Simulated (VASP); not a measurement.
Here is a VASP 6.6.1 calculation.

INCAR

```
SYSTEM = La
ALGO = Fast ; EDIFF = 1E-7
EDIFFG = -0.002 ; ENCUT = 600
GGA = RP ; IBRION = 2
ISIF = 3 ; ISMEAR = 0
LASPH = .TRUE. ; LCHARG = .FALSE.
LREAL = .FALSE. ; LWAVE = .FALSE.
NELM = 100 ; NSW = 100
PREC = Accurate ; SIGMA = 0.1
```

The input KPOINTS:

```
k-points
0
G
  12 12 4
  0 0 0
```

File POSCAR:

```
La
1.0
    3.7963115000      0.0000000000      0.0000000000
   -1.8981557500      3.2877022000      0.0000000000
    0.0000000000      0.0000000000     12.0412575300
La
4
Direct
    0.0000000000      0.0000000000      0.0000000000
    0.0000000000      0.0000000000      0.5000000000
    0.3333333300      0.6666666700      0.2500000000
    0.6666666700      0.3333333300      0.7500000000
```

Potentials or basis: VASP PAW PBE potentials, release 64 (La).

Command:

```sh
$ cat potpaw_PBE.64/La/POTCAR > POTCAR
$ mpirun -np 1 vasp_std > vasp.out
```

Question: What does it give for the space group after relaxing (to 0.1 Å)?

Answer: P6_3/mmc (No. 194).

Question: Estimate the band gap on the k mesh.

Answer: Zero (bands 22 and 23 overlap by 1.03 eV).

Final structure:
```
La
1.0
     3.83116    0.00000    0.00000
    -1.91558    3.31788    0.00000
     0.00000    0.00000   12.32692
La
4
Direct
  0.00000 0.00000 0.00000
  0.00000 0.00000 0.50000
  0.33333 0.66667 0.25000
  0.66667 0.33333 0.75000
```

Caveat: spin-orbit coupling is left out, which moves the levels of the heavy elements.
